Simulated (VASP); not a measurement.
Write the native input for VASP 6.6.1 that does the following.

- Task: single point
- Functional: PBE-based screened hybrid with 25 % exact exchange
- Potentials or basis: VASP PAW PBE potentials, release 64 (Be, Te)
- Cutoff: 520 eV
- k mesh: 4 × 4 × 4
- Occupations: fermi-dirac, width 0.05 eV
- Spin: no spin polarisation
- Dipole correction: no
- Grid for exact exchange (PRECFOCK): Normal
- Share of exact exchange: 0.25
- Further INCAR settings: ALGO = Normal; EDIFF = 1e-06; NBANDS = 11
- Screening parameter: 0.3 1/Å

Crystal: BeTe.

```
Be Te
1.0
     1.78700   -4.79745    0.00000
     1.78700    4.79745    0.00000
     0.00000    0.00000    3.56915
Be Te
1 1
Cartesian
  1.7870 0.0000 1.7846
  0.0000 0.0000 0.0000
```

One way to write it, as run:

POSCAR

```
BeTe
1.0
    1.7870000000     -4.7974500000      0.0000000000
    1.7870000000      4.7974500000      0.0000000000
    0.0000000000      0.0000000000      3.5691500000
Be Te
1 1
Direct
    0.5000000000      0.5000000000      0.5000000000
    0.0000000000      0.0000000000      0.0000000000
```

INCAR.step1

```
SYSTEM = BeTe
PREC = Accurate ; ENCUT = 520
EDIFF = 1E-5 ; ISMEAR = -1
SIGMA = 0.05 ; LREAL = .False.
LASPH = .True. ; NELM = 100
ALGO = Normal ; ISIF = 2
LWAVE = .True. ; LCHARG = .False.
NBANDS = 11 ; GGA = PE
```

INCAR.step2

```
SYSTEM = BeTe
PREC = Accurate ; ENCUT = 520
EDIFF = 1E-6 ; ISMEAR = -1
SIGMA = 0.05 ; LREAL = .False.
LASPH = .True. ; NELM = 100
ALGO = Normal ; ISIF = 2
LWAVE = .False. ; LCHARG = .False.
GGA = PE ; LHFCALC = .True.
AEXX = 0.25 ; HFSCREEN = 0.3
PRECFOCK = Normal ; NBANDS = 11
ISTART = 1
```

KPOINTS

```
Automatic mesh
0
Gamma
  4 4 4
  0 0 0
```

Potentials or basis: VASP PAW PBE potentials, release 64 (Be, Te).

Launch:

```sh
$ cat potpaw_PBE.64/Be/POTCAR potpaw_PBE.64/Te/POTCAR > POTCAR
$ cp INCAR.step1 INCAR
$ mpirun -np 1 vasp_std > vasp.out
$ cp INCAR.step2 INCAR
$ mpirun -np 1 vasp_std > vasp.out
```

It gave:

```yaml
Pressure: -0.8 GPa
Band_gap_on_the_k_mesh: zero (bands 4 and 5 overlap by 1.29 eV)
```

Caveat: the k points lie up to 0.47 Å⁻¹ apart, too coarse for converged energies and pressures of a metal; the PAW data sets were made with another functional, which shifts forces and pressure a little; spin-orbit coupling is left out, which moves the levels of the heavy elements.

Wall time 10 min on 1 thread of Intel(R) Xeon(R) Platinum 8488C (Sapphire Rapids), on a shared host, peak memory 0.31 GiB.
